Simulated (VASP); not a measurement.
# Al3BN2 (C2/m) in VASP: a series of runs

Runs on Al3BN2. Level: PBE. Tasks: single point.

All numbers are computed with VASP 6.6.1; they aren't measurements. Logs are shortened: lines on timing, memory, paths and dates and some standing lists are left out, and cuts for length are marked.

**1. The cell of the first run**

Symmetry: C2/m, No. 12, monoclinic system. The conventional cell has a = 5.191 Å, b = 9.103 Å, c = 5.304 Å, α = 90.00°, β = 97.02°, γ = 90.00°. Al (site symmetry m) has 4 N at 2.05 to 2.06 Å and 2 B at 2.20 to 2.62 Å and 5 Al at 2.76 to 2.80 Å within 2.8 Å. Within 2.6 Å of Al (site symmetry 1) lie 4 N at 1.98 to 2.24 Å and 1 B at 2.10 Å. B (site symmetry m) has 1 B at 1.65 Å and 3 Al at 2.10 to 2.20 Å within 2.2 Å. N (site symmetry 2) has 6 Al at 1.98 to 2.13 Å and 2 N at 2.65 Å within 2.7 Å. N (site symmetry 2) has 6 Al at 2.01 to 2.24 Å and 2 N at 2.65 Å within 2.7 Å.

**2. Single point, PBE**

INCAR

```
SYSTEM = Al3BN2
PREC = Accurate
ENCUT = 520
EDIFF = 1E-7
ISMEAR = 0
SIGMA = 0.1
LREAL = .False.
LASPH = .True.
NELM = 100
ALGO = Normal
ISIF = 2
LWAVE = .False.
LCHARG = .True.
GGA = PE
LELF = .True.
LVHAR = .True.
NBANDS = 34
```

KPOINTS

```
regular mesh
0
Gamma
  8 8 8
  0 0 0
```

POSCAR

```
Al3BN2
1.0
    2.5954054044     -4.5514783035      0.0199878989
    2.5954054044      4.5514783035      0.0199878989
   -0.6885139587      0.0000000000      5.2592677233
Al B N
6 2 4
Direct
    0.3992531307      0.3992531307      0.7288801878
    0.6007468693      0.6007468693      0.2711198122
    0.6104392092      0.0103547991      0.7507435091
    0.3895607908      0.9896452009      0.2492564909
    0.0103547991      0.6104392092      0.7507435091
    0.9896452009      0.3895607908      0.2492564909
    0.9739976451      0.9739976451      0.6501350769
    0.0260023549      0.0260023549      0.3498649231
    0.6667303115      0.3332696885      0.5000000000
    0.6589230003      0.3410769997      0.0000000000
    0.3410769997      0.6589230003      0.0000000000
    0.3332696885      0.6667303115      0.5000000000
```

Potentials or basis: VASP PAW PBE potentials, release 64 (Al, B, N).

Launch:

```bash
> cat potpaw_PBE.64/Al/POTCAR potpaw_PBE.64/B/POTCAR potpaw_PBE.64/N/POTCAR > POTCAR
> mpirun -np 1 vasp_std > vasp.out
```

OUTCAR:

```text
SYSTEM = Al3BN2
   PREC = Accurate
   ENCUT = 520
   EDIFF = 1E-7
   ISMEAR = 0
   LREAL = .False.
   LASPH = .True.
   NELM = 100
   ISIF = 2
   GGA = PE

 ion  position               nearest neighbor table
   1  0.399  0.399  0.729-   9 2.05  12 2.05  11 2.06  10 2.06   7 2.20   8 2.62   2 2.76   3 2.77
                             5 2.77   3 2.80   5 2.80   2 2.94   4 3.21   6 3.21
   2  0.601  0.601  0.271-   9 2.05  12 2.05  11 2.06  10 2.06   8 2.20   7 2.62   1 2.76   4 2.77
                             6 2.77   4 2.80   6 2.80   1 2.94   3 3.21   5 3.21
   3  0.610  0.010  0.751-  12 1.98  10 2.01   7 2.10   9 2.13  11 2.24   5 2.75   5 2.75   1 2.77
                             1 2.80   4 2.81   4 2.94   6 3.10   2 3.21
   4  0.390  0.990  0.249-   9 1.98  11 2.01   8 2.10  12 2.13  10 2.24   6 2.75   6 2.75   2 2.77
                             2 2.80   3 2.81   3 2.94   5 3.10   1 3.21
   5  0.010  0.610  0.751-   9 1.98  11 2.01   7 2.10  12 2.13  10 2.24   3 2.75   3 2.75   1 2.77
                             1 2.80   6 2.81   6 2.94   4 3.10   2 3.21
   6  0.990  0.390  0.249-  12 1.98  10 2.01   8 2.10   9 2.13  11 2.24   4 2.75   4 2.75   2 2.77
                             2 2.80   5 2.81   5 2.94   3 3.10   1 3.21
   7  0.974  0.974  0.650-   8 1.65   5 2.10   3 2.10   1 2.20   2 2.62
   8  0.026  0.026  0.350-   7 1.65   6 2.10   4 2.10   2 2.20   1 2.62
   9  0.667  0.333  0.500-   4 1.98   5 1.98   1 2.05   2 2.05   3 2.13   6 2.13
  10  0.659  0.341  0.000-   3 2.01   6 2.01   1 2.06   2 2.06   5 2.24   4 2.24
  11  0.341  0.659  0.000-   4 2.01   5 2.01   1 2.06   2 2.06   3 2.24   6 2.24
  12  0.333  0.667  0.500-   3 1.98   6 1.98   1 2.05   2 2.05   5 2.13   4 2.13

  LATTYP: Found a base centered monoclinic cell.
 ALAT       =     5.1909647386
 B/A-ratio  =     1.7536155735
 C/A-ratio  =     1.0218032153
 COS(beta)  =    -0.1221670611

  Lattice vectors:

 A1 = (   2.5954054044,  -4.5514783035,   0.0199878989)
 A2 = (   2.5954054044,   4.5514783035,   0.0199878989)
 A3 = (  -0.6885139587,   0.0000000000,   5.2592677233)

Analysis of symmetry for initial positions (statically):
=====================================================================
 Subroutine PRICEL returns:
 Original cell was already a primitive cell.

 Routine SETGRP: Setting up the symmetry group for a
 base centered monoclinic supercell.

 Subroutine GETGRP returns: Found  4 space group operations
 (whereof  4 operations were pure point group operations)
 out of a pool of  4 trial point group operations.

The static configuration has the point symmetry C_2h.

Analysis of symmetry for dynamics (positions and initial velocities):
=====================================================================
 Subroutine PRICEL returns:
 Original cell was already a primitive cell.

 Routine SETGRP: Setting up the symmetry group for a
 base centered monoclinic supercell.

 Subroutine GETGRP returns: Found  4 space group operations
 (whereof  4 operations were pure point group operations)
 out of a pool of  4 trial point group operations.

The dynamic configuration has the point symmetry C_2h.

 Subroutine INISYM returns: Found  4 space group operations
 (whereof  4 operations are pure point group operations),
 and found     1 'primitive' translations

----------------------------------------------------------------------------------------

                                     Primitive cell

  volume of cell :     124.3800

  direct lattice vectors                    reciprocal lattice vectors
     2.595405404 -4.551478303  0.019987899     0.192454097 -0.109854418  0.025195016
     2.595405404  4.551478303  0.019987899     0.192454097  0.109854418  0.025195016
    -0.688513959  0.000000000  5.259267723    -0.001462847  0.000000000  0.189949031

  length of vectors
     5.239511759  5.239511759  5.304144460     0.223027715  0.223027715  0.189954664

  position of ions in fractional coordinates (direct lattice)
     0.399253131  0.399253131  0.728880188
     0.600746869  0.600746869  0.271119812
     0.610439209  0.010354799  0.750743509
     0.389560791  0.989645201  0.249256491
     0.010354799  0.610439209  0.750743509
     0.989645201  0.389560791  0.249256491
     0.973997645  0.973997645  0.650135077
     0.026002355  0.026002355  0.349864923
     0.666730311  0.333269689  0.500000000
     0.658923000  0.341077000  0.000000000
     0.341077000  0.658923000  0.000000000
     0.333269689  0.666730311  0.500000000

  ion indices of the primitive-cell ions
   primitive index   ion index
                 1           1
                 2           2
                 3           3
                 4           4
                 5           5
                 6           6
                 7           7
                 8           8
                 9           9
                10          10
                11          11
                12          12

----------------------------------------------------------------------------------------

 KPOINTS: regular mesh

Automatic generation of k-mesh.
 Grid dimensions read from file:
 generate k-points for:    8    8    8

 Generating k-lattice:

  Cartesian coordinates                     Fractional coordinates (reciprocal lattice)
     0.024056762 -0.013731802  0.003149377     0.125000000 -0.000000000  0.000000000
     0.024056762  0.013731802  0.003149377    -0.000000000  0.125000000  0.000000000
    -0.000182856  0.000000000  0.023743629     0.000000000  0.000000000  0.125000000

  Length of vectors
     0.027878464  0.027878464  0.023744333

  Shift w.r.t. Gamma in fractional coordinates (k-lattice)
     0.000000000  0.000000000  0.000000000

 Subroutine IBZKPT returns following result:
 ===========================================

 Found    150 irreducible k-points:

 Following reciprocal coordinates:
            Coordinates               Weight
  0.000000  0.000000  0.000000      1.000000
  0.125000  0.000000  0.000000      4.000000
  0.250000  0.000000  0.000000      4.000000
  0.375000  0.000000  0.000000      4.000000
  0.500000  0.000000  0.000000      2.000000
  0.125000  0.125000  0.000000      2.000000
[... 16 lines left out ...]
  0.125000  0.000000  0.125000      4.000000
  0.250000  0.000000  0.125000      4.000000
 [... further k-points ...]
   k-points           NKPTS =    150   k-points in BZ     NKDIM =    150   number of bands    NBANDS=     34
   number of dos      NEDOS =    301   number of ions     NIONS =     12
   total plane-waves  NPLWV =  64000
   dimension x,y,z NGX =    40 NGY =   40 NGZ =   40
   dimension x,y,z NGXF=    80 NGYF=   80 NGZF=   80
   ions per type =               6   2   4
   NGX,Y,Z   is equivalent  to a cutoff of  12.69, 12.69, 12.54 a.u.
   NGXF,Y,Z  is equivalent  to a cutoff of  25.38, 25.38, 25.07 a.u.
 SYSTEM =  Al3BN2
   PREC   = accura    normal or accurate (medium, high low for compatibility)
   ISTART =      0    job   : 0-new  1-cont  2-samecut
   ICHARG =      2    charge: 1-file 2-atom 10-const
   ISPIN  =      1    spin polarized calculation?
   LNONCOLLINEAR =      F non collinear calculations
   LSORBIT =      F    spin-orbit coupling
   LASPH  =      T    aspherical Exc in radial PAW
   ENCUT  =  520.0 eV  38.22 Ry    6.18 a.u.   9.74  9.74  9.86*2*pi/ulx,y,z
   NELM   =    100;   NELMIN=  2; NELMDL= -5     # of ELM steps
   EDIFF  = 0.1E-06   stopping-criterion for ELM
   LREAL  =      F    real-space projection
   EDIFFG = 0.1E-05   stopping-criterion for IOM
   NSW    =      0    number of steps for IOM
   IBRION =     -1    ionic relax: 0-MD 1-quasi-New 2-CG
   NFREE  =      0    steps in history (QN), initial steepest desc. (CG)
   ISIF   =      2    stress and relaxation
   ISYM   =      2    0-nonsym 1-usesym 2-fastsym
   POTIM  = 0.5000    time-step for ionic-motion
   TEBEG  =    0.0;   TEEND  =   0.0 temperature during run
   PSTRESS=    0.0 pullay stress
   NELECT =      44.0000    total number of electrons
   NUPDOWN=      -1.0000    fix difference up-down
   EMIN   =  10.00;   EMAX   =-10.00  energy-range for DOS
   EFERMI =   0.00;   METHOD = LEGACY
   ISMEAR =     0;   SIGMA  =   0.10  broadening in eV -4-tet -1-fermi 0-gaus
   EFERMI_NEDOS =   21; number of points for ismear=-14 and -15
   IALGO  =     38    algorithm
   IMIX   =      4    mixing-type and parameters
     AMIX     =   0.40;   BMIX     =  1.00
     AMIX_MAG =   1.60;   BMIX_MAG =  1.00
  volume/ion in A,a.u.               =      10.37        69.95
  Fermi-wavevector in a.u.,A,eV,Ry     =   1.157823  2.187968 18.239347  1.340554
  Thomas-Fermi vector in A             =   2.294431
   LORBIT       =      0    0 simple, 1 ext, 2 COOP (PROOUT), +10 PAW based schemes
   GGA     = PE    functional components
   LHFCALC =     F    Hartree Fock is set to
   AEXX    =    0.0000 exact exchange contribution
   IVDW    =     0    specifies the selected vdW correction
   LEPSILON=     F    determine dielectric tensor
   LRPA    =     F    only Hartree local field effects (RPA)
 non-spin polarized calculation
 Gauss-broadening in eV      SIGMA  =   0.10
  energy-cutoff  :      520.00
  volume of cell :      124.38
 maximum number of plane-waves:      3375
   NGX = 19   NGY = 19   NGZ = 19

 number of electron      43.9999996 magnetization

 Free energy of the ion-electron system (eV)
  ---------------------------------------------------
  ext. energy  EPLUGINS =         0.00000000
  ---------------------------------------------------
  free energy    TOTEN  =       -73.24760401 eV

  energy without entropy =      -73.23496278  energy(sigma->0) =      -73.24128340

 E-fermi :   8.4231     XC(G=0): -11.1541

 val. band max:        8.4175578474   @ k =   0.5000   0.2500   0.3750
 cond. band min:       8.4295944122   @ k =  -0.3750  -0.3750   0.2500
 fundamental gap:      0.0120365648
 Fermi energy:         8.4231058195

 k-point     1 :       0.0000    0.0000    0.0000
  band No.  band energies     occupation
      1      -9.0447      2.00000
      2      -7.2270      2.00000
      3      -6.7249      2.00000
      4      -5.5235      2.00000
      5      -1.0582      2.00000
      6      -0.3226      2.00000
[... 26 lines left out ...]
     33      15.7901      0.00000
     34      16.3031      0.00000

 k-point     2 :       0.1250    0.0000    0.0000
  band No.  band energies     occupation
      1      -8.9915      2.00000
      2      -7.2993      2.00000
      3      -6.6908      2.00000
      4      -5.5696      2.00000
      5      -0.9882      2.00000
      6      -0.5561      2.00000
[... 26 lines left out ...]
     33      15.8517      0.00000
     34      16.0163      0.00000

 k-point     3 :       0.2500    0.0000    0.0000
  band No.  band energies     occupation
      1      -8.8416      2.00000
      2      -7.4939      2.00000
      3      -6.5951      2.00000
      4      -5.6937      2.00000
      5      -1.0849      2.00000
      6      -0.7771      2.00000
[... 26 lines left out ...]
     33      15.7650      0.00000
     34      15.9898      0.00000
[... 704 lines left out ...]
 k-point    23 :       0.1250    0.0000    0.1250
  band No.  band energies     occupation
      1      -8.9231      2.00000
      2      -7.2629      2.00000
      3      -6.8541      2.00000
      4      -5.6465      2.00000
      5      -0.7520      2.00000
      6      -0.5151      2.00000
[... 26 lines left out ...]
     33      15.9795      0.00000
     34      16.1879      0.00000

 k-point    24 :       0.2500    0.0000    0.1250
  band No.  band energies     occupation
      1      -8.7669      2.00000
      2      -7.4640      2.00000
      3      -6.7680      2.00000
      4      -5.7606      2.00000
      5      -1.0869      2.00000
      6      -0.4757      2.00000
[... 26 lines left out ...]
     33      15.8423      0.00000
     34      16.0229      0.00000

 [... further k-points ...]

------------------------ aborting loop because EDIFF is reached ----------------------------------------

  FORCE on cell =-STRESS in cart. coord.  units (eV):
  Direction    XX          YY          ZZ          XY          YZ          ZX
  --------------------------------------------------------------------------------------
  -------------------------------------------------------------------------------------
  Total       -0.1261881     -0.1367818     -0.1463745      0.0000000      0.0000000     -0.0174751
  in kB       -1.6254673     -1.7619285     -1.8854953      0.0000000      0.0000000     -0.2251018
  external PRESSURE =      -1.7576304 kB  Pullay stress =       0.0000000 kB

 VOLUME and BASIS-vectors are now :
 -----------------------------------------------------------------------------
  energy-cutoff  :      520.00
  volume of cell :      124.38
      direct lattice vectors                 reciprocal lattice vectors
     2.595405404 -4.551478303  0.019987899     0.192454097 -0.109854418  0.025195016
     2.595405404  4.551478303  0.019987899     0.192454097  0.109854418  0.025195016
    -0.688513959  0.000000000  5.259267723    -0.001462847  0.000000000  0.189949031

 POSITION                                       TOTAL-FORCE (eV/Angst)
 -----------------------------------------------------------------------------------
      1.57060      0.00000      3.84934         0.003897     -0.000000     -0.002975
      2.93169      0.00000      1.44991        -0.003897     -0.000000      0.002975
      1.09431     -2.73127      3.96077        -0.001051      0.005603     -0.003711
      3.40798      2.73127      1.33847         0.001051     -0.005603      0.003711
      1.09431      2.73127      3.96077        -0.001051     -0.005603     -0.003711
      3.40798     -2.73127      1.33847         0.001051      0.005603      0.003711
      4.60821      0.00000      3.45817         0.001447     -0.000000      0.014356
     -0.10591      0.00000      1.84107        -0.001447     -0.000000     -0.014356
      2.25115     -1.51774      2.64962         0.000000     -0.001560      0.000000
      2.59541     -1.44667      0.01999        -0.000000     -0.006447      0.000000
      2.59541      1.44667      0.01999         0.000000      0.006447      0.000000
      2.25115      1.51774      2.64962        -0.000000      0.001560      0.000000
 -----------------------------------------------------------------------------------
    total drift:                                0.000000      0.000000      0.000000

  FREE ENERGIE OF THE ION-ELECTRON SYSTEM (eV)
  ---------------------------------------------------
  free  energy   TOTEN  =       -73.2476040103 eV

  energy  without entropy=      -73.2349627823  energy(sigma->0) =      -73.24128340
```

Run time: 6.8 min. Hardware: 1 thread of Intel Xeon 6975P-C (Granite Rapids), shared host; peak memory 0.58 GiB.

What came out:

```yaml
Free_energy: -73.2476 eV
Pressure: -0.2 GPa
Largest_force: 0.014 eV/Å
Band_gap_on_the_k_mesh: zero (bands 22 and 23 overlap by 0.40 eV)
```

Forces on the atoms (eV/Å):
```
Al   0.004  0.000 -0.003
Al  -0.004  0.000  0.003
Al  -0.001  0.006 -0.004
Al   0.001 -0.006  0.004
Al  -0.001 -0.006 -0.004
Al   0.001  0.006  0.004
B    0.001  0.000  0.014
B   -0.001  0.000 -0.014
N    0.000 -0.002  0.000
N    0.000 -0.006  0.000
N    0.000  0.006  0.000
N    0.000  0.002  0.000
```

Levels at points of the mesh, in eV from the Fermi level:
```
           k point  band 20  band 21  band 22  band 23  band 24  band 25
(0.00, 0.00, 0.00)    -1.04    -0.97    -0.38     0.04     1.33     1.51
(0.50, 0.00, 0.00)    -1.77    -1.57    -1.04     0.87     2.34     3.26
(0.50, 0.50, 0.00)    -1.67    -1.66    -0.74     0.56     2.46     3.34
(0.00, 0.00, 0.50)    -0.88    -0.67    -0.13     1.09     3.39     3.77
(0.50, 0.00, 0.50)    -1.66    -0.93    -0.25     0.47     3.56     3.59
(0.50, 0.50, 0.50)    -1.89    -1.04    -0.07     0.70     3.33     3.42
```

Caveat: semilocal functionals underestimate gaps, and a narrow one can read as zero.

(Part 1 of 2 ends here.)

The gap in the log of VASP goes by the Fermi energy; the results here count the filled bands.